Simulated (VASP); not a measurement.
# SiO2 (P4_12_12) in VASP: single point with PBE

Aim: the single point of SiO2 with PBE.

Program: VASP 6.6.1. These are calculated values, not measurements. Logs are shortened: lines on timing, memory, paths and dates and some standing lists are left out, and cuts for length are marked.

## Step 1: The cell of the first run

The structure is tetragonal, space group P4_12_12 (No. 92). Conventional cell: a = 4.971 Å, b = 4.971 Å, c = 6.928 Å, α = 90.00°, β = 90.00°, γ = 90.00°. Si (site symmetry 2) has 4 O at 1.62 to 1.63 Å within 2.2 Å. O (site symmetry 1) has 2 Si at 1.62 to 1.63 Å within 2.2 Å.

## Step 2: Single point, PBE

INCAR reads:

```
  ALGO = Normal
  EDIFF = 1E-6
  ENCUT = 520
  GGA = PE
  ISIF = 2
  ISMEAR = -1
  LASPH = T
  LCHARG = T
  LELF = T
  LREAL = F
  LVHAR = T
  LWAVE = F
  NBANDS = 44
  NELM = 60
  PREC = Accurate
  SIGMA = 0.02
```

KPOINTS reads:

```
k-points
0
Gamma
  5 5 4
```

POSCAR reads:

```
SiO2
1.0
    4.9709000000      0.0000000000      0.0000000000
    0.0000000000      4.9709000000      0.0000000000
    0.0000000000      0.0000000000      6.9278000000
Si O
4 8
Direct
    0.3054739665      0.3054739665      0.0000000000
    0.1945260335      0.8054739665      0.2500000000
    0.6945260335      0.6945260335      0.5000000000
    0.8054739665      0.1945260335      0.7500000000
    0.2364627603      0.1167944280      0.1852238888
    0.3832055720      0.7364627603      0.4352238888
    0.7635372397      0.8832055720      0.6852238888
    0.6167944280      0.2635372397      0.9352238888
    0.7364627603      0.3832055720      0.5647761112
    0.8832055720      0.7635372397      0.3147761112
    0.2635372397      0.6167944280      0.0647761112
    0.1167944280      0.2364627603      0.8147761112
```

Potentials or basis: VASP PAW PBE potentials, release 64 (Si, O).

Launch:

```sh
$ cat potpaw_PBE.64/Si/POTCAR potpaw_PBE.64/O/POTCAR > POTCAR
$ mpirun -np 1 vasp_std > vasp.out
```

OUTCAR:

```text
EDIFF = 1E-6
   ENCUT = 520
   GGA = PE
   ISIF = 2
   ISMEAR = -1
   LASPH = T
   LREAL = F
   NELM = 60
   PREC = Accurate

 ion  position               nearest neighbor table
   1  0.305  0.305  0.000-   8 1.62  11 1.62   5 1.63  12 1.63   2 3.08   4 3.08   2 3.08   4 3.08

   2  0.195  0.805  0.250-   5 1.62  10 1.62   6 1.63  11 1.63   1 3.08   3 3.08   1 3.08   3 3.08

   3  0.695  0.695  0.500-   6 1.62   9 1.62   7 1.63  10 1.63   2 3.08   4 3.08   4 3.08   2 3.08

   4  0.805  0.195  0.750-   7 1.62  12 1.62   9 1.63   8 1.63   1 3.08   3 3.08   3 3.08   1 3.08

   5  0.236  0.117  0.185-   2 1.62   1 1.63
   6  0.383  0.736  0.435-   3 1.62   2 1.63
   7  0.764  0.883  0.685-   4 1.62   3 1.63
   8  0.617  0.264  0.935-   1 1.62   4 1.63
   9  0.736  0.383  0.565-   3 1.62   4 1.63
  10  0.883  0.764  0.315-   2 1.62   3 1.63
  11  0.264  0.617  0.065-   1 1.62   2 1.63
  12  0.117  0.236  0.815-   4 1.62   1 1.63

  LATTYP: Found a simple tetragonal cell.
 ALAT       =     4.9709000000
 C/A-ratio  =     1.3936711662

  Lattice vectors:

 A1 = (   4.9709000000,   0.0000000000,   0.0000000000)
 A2 = (   0.0000000000,   4.9709000000,   0.0000000000)
 A3 = (   0.0000000000,   0.0000000000,   6.9278000000)

Analysis of symmetry for initial positions (statically):
=====================================================================
 Subroutine PRICEL returns:
 Original cell was already a primitive cell.

 Routine SETGRP: Setting up the symmetry group for a
 simple tetragonal supercell.

 Subroutine GETGRP returns: Found  8 space group operations
 (whereof  2 operations were pure point group operations)
 out of a pool of 16 trial point group operations.

The static configuration has the point symmetry C_2 .
 The point group associated with its full space group is D_4 .

Analysis of symmetry for dynamics (positions and initial velocities):
=====================================================================
 Subroutine PRICEL returns:
 Original cell was already a primitive cell.

 Routine SETGRP: Setting up the symmetry group for a
 simple tetragonal supercell.

 Subroutine GETGRP returns: Found  8 space group operations
 (whereof  2 operations were pure point group operations)
 out of a pool of 16 trial point group operations.

The dynamic configuration has the point symmetry C_2 .
 The point group associated with its full space group is D_4 .

 Subroutine INISYM returns: Found  8 space group operations
 (whereof  2 operations are pure point group operations),
 and found     1 'primitive' translations

----------------------------------------------------------------------------------------

                                     Primitive cell

  volume of cell :     171.1849

  direct lattice vectors                    reciprocal lattice vectors
     4.970900000  0.000000000  0.000000000     0.201170814  0.000000000  0.000000000
     0.000000000  4.970900000  0.000000000     0.000000000  0.201170814  0.000000000
     0.000000000  0.000000000  6.927800000     0.000000000  0.000000000  0.144345968

  length of vectors
     4.970900000  4.970900000  6.927800000     0.201170814  0.201170814  0.144345968

  position of ions in fractional coordinates (direct lattice)
     0.305473967  0.305473967  0.000000000
     0.194526033  0.805473967  0.250000000
     0.694526033  0.694526033  0.500000000
     0.805473967  0.194526033  0.750000000
     0.236462760  0.116794428  0.185223889
     0.383205572  0.736462760  0.435223889
     0.763537240  0.883205572  0.685223889
     0.616794428  0.263537240  0.935223889
     0.736462760  0.383205572  0.564776111
     0.883205572  0.763537240  0.314776111
     0.263537240  0.616794428  0.064776111
     0.116794428  0.236462760  0.814776111

  ion indices of the primitive-cell ions
   primitive index   ion index
                 1           1
                 2           2
                 3           3
                 4           4
                 5           5
                 6           6
                 7           7
                 8           8
                 9           9
                10          10
                11          11
                12          12

----------------------------------------------------------------------------------------

 KPOINTS: k-points

Automatic generation of k-mesh.
 Grid dimensions read from file:
 generate k-points for:    5    5    4

 Generating k-lattice:

  Cartesian coordinates                     Fractional coordinates (reciprocal lattice)
     0.040234163  0.000000000  0.000000000     0.200000000  0.000000000  0.000000000
     0.000000000  0.040234163  0.000000000     0.000000000  0.200000000  0.000000000
     0.000000000  0.000000000  0.036086492     0.000000000  0.000000000  0.250000000

  Length of vectors
     0.040234163  0.040234163  0.036086492

  Shift w.r.t. Gamma in fractional coordinates (k-lattice)
     0.000000000  0.000000000  0.000000000

 Subroutine IBZKPT returns following result:
 ===========================================

 Found     18 irreducible k-points:

 Following reciprocal coordinates:
            Coordinates               Weight
  0.000000  0.000000  0.000000      1.000000
  0.200000  0.000000  0.000000      4.000000
  0.400000  0.000000  0.000000      4.000000
  0.200000  0.200000  0.000000      4.000000
  0.400000  0.200000  0.000000      8.000000
  0.400000  0.400000  0.000000      4.000000
[... 10 lines left out ...]
  0.400000  0.200000  0.500000      8.000000
  0.400000  0.400000  0.500000      4.000000
   k-points           NKPTS =     18   k-points in BZ     NKDIM =     18   number of bands    NBANDS=     44
   number of dos      NEDOS =    301   number of ions     NIONS =     12
   total plane-waves  NPLWV =  86400
   dimension x,y,z NGX =    40 NGY =   40 NGZ =   54
   dimension x,y,z NGXF=    80 NGYF=   80 NGZF=  108
   ions per type =               4   8
   NGX,Y,Z   is equivalent  to a cutoff of  13.38, 13.38, 12.96 a.u.
   NGXF,Y,Z  is equivalent  to a cutoff of  26.76, 26.76, 25.92 a.u.
 SYSTEM =  unknown system
   PREC   = accura    normal or accurate (medium, high low for compatibility)
   ISTART =      0    job   : 0-new  1-cont  2-samecut
   ICHARG =      2    charge: 1-file 2-atom 10-const
   ISPIN  =      1    spin polarized calculation?
   LNONCOLLINEAR =      F non collinear calculations
   LSORBIT =      F    spin-orbit coupling
   LASPH  =      T    aspherical Exc in radial PAW
   ENCUT  =  520.0 eV  38.22 Ry    6.18 a.u.   9.24  9.24 12.88*2*pi/ulx,y,z
   NELM   =     60;   NELMIN=  2; NELMDL= -5     # of ELM steps
   EDIFF  = 0.1E-05   stopping-criterion for ELM
   LREAL  =      F    real-space projection
   EDIFFG = 0.1E-04   stopping-criterion for IOM
   NSW    =      0    number of steps for IOM
   IBRION =     -1    ionic relax: 0-MD 1-quasi-New 2-CG
   NFREE  =      0    steps in history (QN), initial steepest desc. (CG)
   ISIF   =      2    stress and relaxation
   ISYM   =      2    0-nonsym 1-usesym 2-fastsym
   POTIM  = 0.5000    time-step for ionic-motion
   TEBEG  =    0.0;   TEEND  =   0.0 temperature during run
   PSTRESS=    0.0 pullay stress
   NELECT =      64.0000    total number of electrons
   NUPDOWN=      -1.0000    fix difference up-down
   EMIN   =  10.00;   EMAX   =-10.00  energy-range for DOS
   EFERMI =   0.00;   METHOD = LEGACY
   ISMEAR =    -1;   SIGMA  =   0.02  broadening in eV -4-tet -1-fermi 0-gaus
   EFERMI_NEDOS =   21; number of points for ismear=-14 and -15
   IALGO  =     38    algorithm
   IMIX   =      4    mixing-type and parameters
     AMIX     =   0.40;   BMIX     =  1.00
     AMIX_MAG =   1.60;   BMIX_MAG =  1.00
  volume/ion in A,a.u.               =      14.27        96.27
  Fermi-wavevector in a.u.,A,eV,Ry     =   1.179360  2.228667 18.924204  1.390890
  Thomas-Fermi vector in A             =   2.315672
   LORBIT       =      0    0 simple, 1 ext, 2 COOP (PROOUT), +10 PAW based schemes
   GGA     = PE    functional components
   LHFCALC =     F    Hartree Fock is set to
   AEXX    =    0.0000 exact exchange contribution
   IVDW    =     0    specifies the selected vdW correction
   LEPSILON=     F    determine dielectric tensor
   LRPA    =     F    only Hartree local field effects (RPA)
 non-spin polarized calculation
  energy-cutoff  :      520.00
  volume of cell :      171.18
 maximum number of plane-waves:      4634
 NGX is ok and might be reduce to    40
   NGX = 19   NGY = 19   NGZ = 25

 number of electron      64.0000020 magnetization

 Free energy of the ion-electron system (eV)
  ---------------------------------------------------
  ext. energy  EPLUGINS =         0.00000000
  ---------------------------------------------------
  free energy    TOTEN  =       -94.88764317 eV

  energy without entropy =      -94.88764317  energy(sigma->0) =      -94.88764317

 E-fermi :   0.6228     XC(G=0):  -8.4916

 val. band max:        0.1542943533   @ k =   0.0000   0.0000   0.0000
 cond. band min:       5.7779734314   @ k =   0.0000   0.0000   0.0000
 fundamental gap:      5.6236790781
 Fermi energy:         0.6227888589

 k-point     1 :       0.0000    0.0000    0.0000
  band No.  band energies     occupation
      1     -19.2024      2.00000
      2     -18.3146      2.00000
      3     -18.3146      2.00000
      4     -17.1899      2.00000
      5     -17.1226      2.00000
      6     -17.1182      2.00000
[... 36 lines left out ...]
     43      11.4672      0.00000
     44      11.8040      0.00000

 k-point     2 :       0.2000    0.0000    0.0000
  band No.  band energies     occupation
      1     -19.1196      2.00000
      2     -18.3949      2.00000
      3     -18.2175      2.00000
      4     -17.2528      2.00000
      5     -17.1949      2.00000
      6     -17.1471      2.00000
[... 36 lines left out ...]
     43      11.4642      0.00000
     44      11.5618      0.00000

 k-point     3 :       0.4000    0.0000    0.0000
  band No.  band energies     occupation
      1     -18.8977      2.00000
      2     -18.6171      2.00000
      3     -17.9491      2.00000
      4     -17.5836      2.00000
      5     -17.2018      2.00000
      6     -17.1895      2.00000
[... 36 lines left out ...]
     43      10.9591      0.00000
     44      11.5508      0.00000

 k-point     4 :       0.2000    0.2000    0.0000
  band No.  band energies     occupation
      1     -19.0357      2.00000
      2     -18.3027      2.00000
      3     -18.2951      2.00000
      4     -17.3628      2.00000
      5     -17.1992      2.00000
      6     -17.1504      2.00000
[... 600 lines left out ...]
     43      11.2132      0.00000
     44      11.2133      0.00000

 k-point    17 :       0.4000    0.2000    0.5000
  band No.  band energies     occupation
      1     -18.6916      2.00000
      2     -18.6916      2.00000
      3     -17.8419      2.00000
      4     -17.8419      2.00000
      5     -17.1844      2.00000
      6     -17.1844      2.00000
[... 36 lines left out ...]
     43      11.3666      0.00000
     44      11.3674      0.00000

 k-point    18 :       0.4000    0.4000    0.5000
  band No.  band energies     occupation
      1     -18.4855      2.00000
      2     -18.4855      2.00000
      3     -18.0494      2.00000
      4     -18.0494      2.00000
      5     -17.1956      2.00000
      6     -17.1956      2.00000
[... 36 lines left out ...]
     43      10.7357      0.00000
     44      10.7357      0.00000

------------------------ aborting loop because EDIFF is reached ----------------------------------------

  FORCE on cell =-STRESS in cart. coord.  units (eV):
  Direction    XX          YY          ZZ          XY          YZ          ZX
  --------------------------------------------------------------------------------------
  -------------------------------------------------------------------------------------
  Total        1.6335171      1.6335171      1.1069033     -0.0000000      0.0000000      0.0000000
  in kB       15.2886411     15.2886411     10.3598837     -0.0000000      0.0000000      0.0000000
  external PRESSURE =      13.6457220 kB  Pullay stress =       0.0000000 kB

 VOLUME and BASIS-vectors are now :
 -----------------------------------------------------------------------------
  energy-cutoff  :      520.00
  volume of cell :      171.18
      direct lattice vectors                 reciprocal lattice vectors
     4.970900000  0.000000000  0.000000000     0.201170814  0.000000000  0.000000000
     0.000000000  4.970900000  0.000000000     0.000000000  0.201170814  0.000000000
     0.000000000  0.000000000  6.927800000     0.000000000  0.000000000  0.144345968

 POSITION                                       TOTAL-FORCE (eV/Angst)
 -----------------------------------------------------------------------------------
      1.51848      1.51848      0.00000         0.004586      0.004586      0.000000
      0.96697      4.00393      1.73195        -0.004586      0.004586      0.000000
      3.45242      3.45242      3.46390        -0.004586     -0.004586      0.000000
      4.00393      0.96697      5.19585         0.004586     -0.004586      0.000000
      1.17543      0.58057      1.28319         0.010654      0.011935     -0.008594
      1.90488      3.66088      3.01514        -0.011935      0.010654     -0.008594
      3.79547      4.39033      4.74709        -0.010654     -0.011935     -0.008594
      3.06602      1.31002      6.47904         0.011935     -0.010654     -0.008594
      3.66088      1.90488      3.91266         0.010654     -0.011935      0.008594
      4.39033      3.79547      2.18071        -0.011935     -0.010654      0.008594
      1.31002      3.06602      0.44876        -0.010654      0.011935      0.008594
      0.58057      1.17543      5.64461         0.011935      0.010654      0.008594
 -----------------------------------------------------------------------------------
    total drift:                               -0.000000      0.000000      0.000000

  FREE ENERGIE OF THE ION-ELECTRON SYSTEM (eV)
  ---------------------------------------------------
  free  energy   TOTEN  =       -94.8876431725 eV

  energy  without entropy=      -94.8876431725  energy(sigma->0) =      -94.88764317
```

Wall time 91 s (1 thread of AMD EPYC 9R45 (Zen 5), shared host); peak memory 0.28 GiB.

Results:

```
Free energy            : -94.8876 eV
Pressure               : 1.4 GPa
Largest force          : 0.018 eV/Å
Band gap on the k mesh : 5.62 eV
```

Forces on the atoms (eV/Å):
```
Si   0.005  0.005  0.000
Si  -0.005  0.005  0.000
Si  -0.005 -0.005  0.000
Si   0.005 -0.005  0.000
O    0.011  0.012 -0.009
O   -0.012  0.011 -0.009
O   -0.011 -0.012 -0.009
O    0.012 -0.011 -0.009
O    0.011 -0.012  0.009
O   -0.012 -0.011  0.009
O   -0.011  0.012  0.009
O    0.012  0.011  0.009
```

Stress tensor (GPa, compression positive):
```
1.53 0.00 0.00
0.00 1.53 0.00
0.00 0.00 1.04
```

A k mesh can miss the band edges.
